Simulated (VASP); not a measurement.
# CuP6 (Pm-3m) in VASP: notebook, part 2 of 2

VASP 6.6.1.

### 4 Relaxation of cell and atoms, PBE

Input file INCAR:

```
SYSTEM = CuP6
PREC = Accurate ; ENCUT = 600
EDIFF = 1E-6 ; ISMEAR = 0
SIGMA = 0.1 ; LREAL = .False.
LASPH = .True. ; NELM = 80
ALGO = Normal ; ISIF = 3
LWAVE = .False. ; LCHARG = .False.
GGA = PE ; IBRION = 2
NSW = 90 ; EDIFFG = -0.04
```

Input file KPOINTS:

```
regular mesh
0
Gamma
  4 4 4
  0 0 0
```

Input file POSCAR:

```
CuP6
1.0
    5.3401816300      0.0000000000      0.0000000000
    0.0000000000      5.3401816300      0.0000000000
    0.0000000000      0.0000000000      5.3401816300
Cu P
1 6
Direct
    0.0000000000      0.0000000000      0.0000000000
    0.2099999900      0.5000000000      0.5000000000
    0.5000000000      0.2099999900      0.5000000000
    0.7900000100      0.5000000000      0.5000000000
    0.5000000000      0.7900000100      0.5000000000
    0.5000000000      0.5000000000      0.2099999900
    0.5000000000      0.5000000000      0.7900000100
```

Potentials or basis: VASP PAW PBE potentials, release 64 (Cu, P).

Run with:

```sh
$ cat potpaw_PBE.64/Cu/POTCAR potpaw_PBE.64/P/POTCAR > POTCAR
$ mpirun -np 1 vasp_std > vasp.out
```

OUTCAR:

```text
SYSTEM = CuP6
   PREC = Accurate
   ENCUT = 600
   EDIFF = 1E-6
   ISMEAR = 0
   LREAL = .False.
   LASPH = .True.
   NELM = 80
   ISIF = 3
   GGA = PE
   IBRION = 2
   NSW = 90
   EDIFFG = -0.04

 ion  position               nearest neighbor table
   1  0.000  0.000  0.000-
   2  0.210  0.500  0.500-   3 2.19   5 2.19   6 2.19   7 2.19   4 2.24
   3  0.500  0.210  0.500-   2 2.19   4 2.19   6 2.19   7 2.19   5 2.24
   4  0.790  0.500  0.500-   3 2.19   5 2.19   6 2.19   7 2.19   2 2.24
   5  0.500  0.790  0.500-   2 2.19   4 2.19   6 2.19   7 2.19   3 2.24
   6  0.500  0.500  0.210-   2 2.19   3 2.19   4 2.19   5 2.19   7 2.24
   7  0.500  0.500  0.790-   2 2.19   3 2.19   4 2.19   5 2.19   6 2.24

  LATTYP: Found a simple cubic cell.
 ALAT       =     5.3401816300

  Lattice vectors:

 A1 = (   5.3401816300,   0.0000000000,   0.0000000000)
 A2 = (   0.0000000000,   5.3401816300,   0.0000000000)
 A3 = (   0.0000000000,   0.0000000000,   5.3401816300)

Analysis of symmetry for initial positions (statically):
=====================================================================
 Subroutine PRICEL returns:
 Original cell was already a primitive cell.

 Routine SETGRP: Setting up the symmetry group for a
 simple cubic supercell.

 Subroutine GETGRP returns: Found 48 space group operations
 (whereof 48 operations were pure point group operations)
 out of a pool of 48 trial point group operations.

The static configuration has the point symmetry O_h .

Analysis of symmetry for dynamics (positions and initial velocities):
=====================================================================
 Subroutine PRICEL returns:
 Original cell was already a primitive cell.

 Routine SETGRP: Setting up the symmetry group for a
 simple cubic supercell.

 Subroutine GETGRP returns: Found 48 space group operations
 (whereof 48 operations were pure point group operations)
 out of a pool of 48 trial point group operations.

The dynamic configuration has the point symmetry O_h .

 Subroutine INISYM returns: Found 48 space group operations
 (whereof 48 operations are pure point group operations),
 and found     1 'primitive' translations

----------------------------------------------------------------------------------------

                                     Primitive cell

  volume of cell :     152.2888

  direct lattice vectors                    reciprocal lattice vectors
     5.340181630  0.000000000  0.000000000     0.187259548  0.000000000  0.000000000
     0.000000000  5.340181630  0.000000000     0.000000000  0.187259548  0.000000000
     0.000000000  0.000000000  5.340181630     0.000000000  0.000000000  0.187259548

  length of vectors
     5.340181630  5.340181630  5.340181630     0.187259548  0.187259548  0.187259548

  position of ions in fractional coordinates (direct lattice)
     0.000000000  0.000000000  0.000000000
     0.209999990  0.500000000  0.500000000
     0.500000000  0.209999990  0.500000000
     0.790000010  0.500000000  0.500000000
     0.500000000  0.790000010  0.500000000
     0.500000000  0.500000000  0.209999990
     0.500000000  0.500000000  0.790000010

  ion indices of the primitive-cell ions
   primitive index   ion index
                 1           1
                 2           2
[... 36 lines left out ...]
  0.500000  0.000000  0.000000      3.000000
  0.250000  0.250000  0.000000     12.000000
  0.500000  0.250000  0.000000     12.000000
  0.500000  0.500000  0.000000      3.000000
  0.250000  0.250000  0.250000      8.000000
  0.500000  0.250000  0.250000     12.000000
  0.500000  0.500000  0.250000      6.000000
  0.500000  0.500000  0.500000      1.000000
   k-points           NKPTS =     10   k-points in BZ     NKDIM =     10   number of bands    NBANDS=     24
   number of dos      NEDOS =    301   number of ions     NIONS =      7
   total plane-waves  NPLWV = 110592
   dimension x,y,z NGX =    48 NGY =   48 NGZ =   48
   dimension x,y,z NGXF=    96 NGYF=   96 NGZF=   96
   ions per type =               1   6
   NGX,Y,Z   is equivalent  to a cutoff of  14.94, 14.94, 14.94 a.u.
   NGXF,Y,Z  is equivalent  to a cutoff of  29.89, 29.89, 29.89 a.u.
 SYSTEM =  CuP6
   PREC   = accura    normal or accurate (medium, high low for compatibility)
   ISTART =      0    job   : 0-new  1-cont  2-samecut
   ICHARG =      2    charge: 1-file 2-atom 10-const
   ISPIN  =      1    spin polarized calculation?
   LNONCOLLINEAR =      F non collinear calculations
   LSORBIT =      F    spin-orbit coupling
   LASPH  =      T    aspherical Exc in radial PAW
   ENCUT  =  600.0 eV  44.10 Ry    6.64 a.u.  10.67 10.67 10.67*2*pi/ulx,y,z
   NELM   =     80;   NELMIN=  2; NELMDL= -5     # of ELM steps
   EDIFF  = 0.1E-05   stopping-criterion for ELM
   LREAL  =      F    real-space projection
   EDIFFG = -.4E-01   stopping-criterion for IOM
   NSW    =     90    number of steps for IOM
   IBRION =      2    ionic relax: 0-MD 1-quasi-New 2-CG
   NFREE  =      1    steps in history (QN), initial steepest desc. (CG)
   ISIF   =      3    stress and relaxation
   ISYM   =      2    0-nonsym 1-usesym 2-fastsym
   POTIM  = 0.5000    time-step for ionic-motion
   TEBEG  =    0.0;   TEEND  =   0.0 temperature during run
   PSTRESS=    0.0 pullay stress
   NELECT =      41.0000    total number of electrons
   NUPDOWN=      -1.0000    fix difference up-down
   EMIN   =  10.00;   EMAX   =-10.00  energy-range for DOS
   EFERMI =   0.00;   METHOD = LEGACY
   ISMEAR =     0;   SIGMA  =   0.10  broadening in eV -4-tet -1-fermi 0-gaus
   EFERMI_NEDOS =   21; number of points for ismear=-14 and -15
   IALGO  =     38    algorithm
   IMIX   =      4    mixing-type and parameters
     AMIX     =   0.40;   BMIX     =  1.00
     AMIX_MAG =   1.60;   BMIX_MAG =  1.00
  volume/ion in A,a.u.               =      21.76       146.81
  Fermi-wavevector in a.u.,A,eV,Ry     =   1.057094  1.997617 15.203786  1.117447
  Thomas-Fermi vector in A             =   2.192354
   LORBIT       =      0    0 simple, 1 ext, 2 COOP (PROOUT), +10 PAW based schemes
   GGA     = PE    functional components
   LHFCALC =     F    Hartree Fock is set to
   AEXX    =    0.0000 exact exchange contribution
   IVDW    =     0    specifies the selected vdW correction
   LEPSILON=     F    determine dielectric tensor
   LRPA    =     F    only Hartree local field effects (RPA)
 conjugate gradient relaxation of ions
 non-spin polarized calculation
 Gauss-broadening in eV      SIGMA  =   0.10
  energy-cutoff  :      600.00
  volume of cell :      152.29
 maximum number of plane-waves:      5112
 NGX is ok and might be reduce to    48
   NGX = 21   NGY = 21   NGZ = 21

--------------------------------------- Ionic step        1  -------------------------------------------

 number of electron      40.9999990 magnetization

 Free energy of the ion-electron system (eV)
  ---------------------------------------------------
  ext. energy  EPLUGINS =         0.00000000
  ---------------------------------------------------
  free energy    TOTEN  =       -25.72597954 eV

  energy without entropy =      -25.70483786  energy(sigma->0) =      -25.71540870

------------------------ aborting loop because EDIFF is reached ----------------------------------------

  FORCE on cell =-STRESS in cart. coord.  units (eV):
  Direction    XX          YY          ZZ          XY          YZ          ZX
  --------------------------------------------------------------------------------------
  -------------------------------------------------------------------------------------
  Total       15.2118972     15.2118972     15.2118972     -0.0000000     -0.0000000      0.0000000
  in kB      160.0390183    160.0390183    160.0390183     -0.0000000     -0.0000000      0.0000000
  external PRESSURE =     160.0390183 kB  Pullay stress =       0.0000000 kB
[... 104 lines left out ...]
  FREE ENERGIE OF THE ION-ELECTRON SYSTEM (eV)
  ---------------------------------------------------
  free  energy   TOTEN  =       -27.7546270702 eV

  energy  without entropy=      -27.7058149956  energy(sigma->0) =      -27.73022103

[... ionic steps 4 to 9 ...]

--------------------------------------- Ionic step       10  -------------------------------------------

 number of electron      40.9999986 magnetization

------------------------ aborting loop because EDIFF is reached ----------------------------------------
[... 77 lines left out ...]
--------------------------------------- Ionic step       12  -------------------------------------------

 number of electron      40.9999991 magnetization

 Free energy of the ion-electron system (eV)
  ---------------------------------------------------
  ext. energy  EPLUGINS =         0.00000000
  ---------------------------------------------------
  free energy    TOTEN  =       -27.82701200 eV

  energy without entropy =      -27.77995328  energy(sigma->0) =      -27.80348264

 E-fermi :   2.4490     XC(G=0):  -8.1025

 val. band max:        2.4476107826   @ k =   0.5000   0.2500   0.0000
 cond. band min:       2.4836751069   @ k =   0.5000   0.5000   0.2500
 fundamental gap:      0.0360643242
 Fermi energy:         2.4490263062

 k-point     1 :       0.0000    0.0000    0.0000
  band No.  band energies     occupation
      1     -11.8823      2.00000
      2      -8.8502      2.00000
      3      -8.8502      2.00000
      4      -6.5811      2.00000
      5      -6.5811      2.00000
      6      -6.5811      2.00000
[... 293 lines left out ...]
  FREE ENERGIE OF THE ION-ELECTRON SYSTEM (eV)
  ---------------------------------------------------
  free  energy   TOTEN  =       -27.8270119961 eV

  energy  without entropy=      -27.7799532818  energy(sigma->0) =      -27.80348264

 reached required accuracy - stopping structural energy minimisation
```

Wall time 12 min (1 thread of Intel Xeon Platinum 8259CL at 2.50GHz (Skylake/Cascade Lake), shared host); peak memory 0.35 GiB.

Results:

```
Free energy                            : -27.8270 eV
Relaxed volume                         : 27.06 Å³/atom
Relaxed cell                           : a = 5.743 Å, b = 5.743 Å, c = 5.743 Å, α = 90.00°, β = 90.00°, γ = 90.00°
Space group after relaxing (to 0.05 Å) : Pm-3m (No. 221)
Energy gained by relaxing              : 300.1 meV/atom
Ionic steps                            : 12
Pressure after relaxing                : 0.0 GPa
Largest force after relaxing           : 0.032 eV/Å
```

Forces on the atoms (eV/Å):
```
Cu   0.000  0.000  0.000
P   -0.032  0.000  0.000
P    0.000 -0.032  0.000
P    0.032  0.000  0.000
P    0.000  0.032  0.000
P    0.000  0.000 -0.032
P    0.000  0.000  0.032
```

Step by step:
```
step  energy change (eV)  largest force (eV/Å)  pressure (GPa)  volume (Å³)
   1              0.0000                3.5893           16.00       152.29
   2             -1.9770                0.4628           -2.52       205.38
   3             -2.0286                0.1807           -0.25       184.49
   4             -2.0341                0.3076           -0.75       187.63
   5             -2.0355                0.3716           -1.11       189.94
   6             -2.0352                0.3477           -0.98       189.00
   7             -2.0766                0.2368            0.20       185.20
   8             -2.0799                0.1537            0.71       183.93
   9             -2.0917                0.0804            0.83       185.49
  10             -2.0917                0.0892            0.78       185.56
  11             -2.1009                0.0431           -0.09       189.75
  12             -2.1010                0.0319           -0.02       189.39
```

Final structure:
```xyz
7
Lattice="5.7427 0.0000 0.0000 0.0000 5.7427 0.0000 0.0000 0.0000 5.7427" Properties=species:S:1:pos:R:3 pbc="T T T"
Cu    0.0000    0.0000    0.0000
P     1.0283    2.8714    2.8714
P     2.8714    1.0283    2.8714
P     4.7144    2.8714    2.8714
P     2.8714    4.7144    2.8714
P     2.8714    2.8714    1.0283
P     2.8714    2.8714    4.7144
```

Caveat: the volume moved by over 15 % at a fixed basis, so the end points are rough.

### 5 Single point, PBE

This run uses another cell than the first one, of 27.71 Å³/atom, 1.274 times its volume.

Input file INCAR:

```
  PREC = Accurate
  ENCUT = 520
  EDIFF = 1E-7
  ISMEAR = 0
  SIGMA = 0.1
  LREAL = F
  LASPH = T
  NELM = 100
  ALGO = Normal
  ISIF = 2
  LWAVE = F
  LCHARG = F
  GGA = PE
  NBANDS = 30
```

Input file KPOINTS:

```
regular mesh
0
Gamma
  8 8 8
```

Input file POSCAR:

```
CuP6
1.0
    5.7883702135      0.0000000000      0.0000000000
    0.0000000000      5.7883702135      0.0000000000
    0.0000000000      0.0000000000      5.7883702135
Cu P
1 6
Direct
    0.0000000000      0.0000000000      0.0000000000
    0.1745806023      0.5000000000      0.5000000000
    0.5000000000      0.1745806023      0.5000000000
    0.8254193977      0.5000000000      0.5000000000
    0.5000000000      0.8254193977      0.5000000000
    0.5000000000      0.5000000000      0.1745806023
    0.5000000000      0.5000000000      0.8254193977
```

Run with:

```sh
$ cat potpaw_PBE.64/Cu/POTCAR potpaw_PBE.64/P/POTCAR > POTCAR
$ mpirun -np 1 vasp_std > vasp.out
```

Wall time 8.5 min (1 thread of Intel Xeon Platinum 8259CL at 2.50GHz (Skylake/Cascade Lake), shared host); peak memory 0.41 GiB.

Results (log left out):

| Item | Value |
| --- | --- |
| Free energy | -27.9716 eV |
| Pressure | -0.1 GPa |
| Largest force | 0.053 eV/Å |

Forces on the atoms (eV/Å):
```
Cu   0.000  0.000  0.000
P   -0.053  0.000  0.000
P    0.000 -0.053  0.000
P    0.053  0.000  0.000
P    0.000  0.053  0.000
P    0.000  0.000 -0.053
P    0.000  0.000  0.053
```

Levels at points of the mesh, in eV from the Fermi level:
```tsv
k point	band 16	band 17	band 18	band 19	band 20	band 21	band 22	band 23	band 24	band 25
(0.00, 0.00, 0.00)	-1.42	-0.82	-0.82	-0.79	-0.79	-0.79	-0.47	0.66	0.66	4.41
(0.50, 0.00, 0.00)	-0.81	-0.80	-0.75	-0.74	-0.74	0.72	1.05	1.93	1.93	2.32
(0.50, 0.50, 0.00)	-0.80	-0.80	-0.78	-0.78	-0.01	0.29	1.86	2.04	2.34	2.34
(0.50, 0.50, 0.50)	-0.79	-0.79	-0.24	-0.03	-0.03	-0.03	0.82	1.85	1.85	1.85
```

### 6 Summary

| task | cell | k mesh | cutoff (eV) | gap on the mesh (eV) | pressure (GPa) | largest force (eV/Å) |
| --- | --- | --- | --- | --- | --- | --- |
| single point | a = 5.340 Å, 7 atoms | 4 × 4 × 4 | 520 | none | 15.9 | 3.59 |
| relaxation of cell and atoms | relaxed from a = 5.340 Å, 7 atoms | 4 × 4 × 4 | 600 | none | 0.0 | 0.03 |
| single point | a = 5.788 Å, 7 atoms | 8 × 8 × 8 | 520 | none | -0.1 | 0.05 |

Alike in all rows: level PBE; potentials or basis VASP PAW PBE potentials, release 64 (Cu, P); no spin polarisation; smearing gaussian 0.1 eV.

Caveats: forces of over 1 eV/Å act on the atoms, so gaps and moduli don't describe the material at rest (some runs); the volume moved by over 15 % at a fixed basis, so the end points are rough (some runs).

Absolute energies hang on the potentials; compare differences alone.
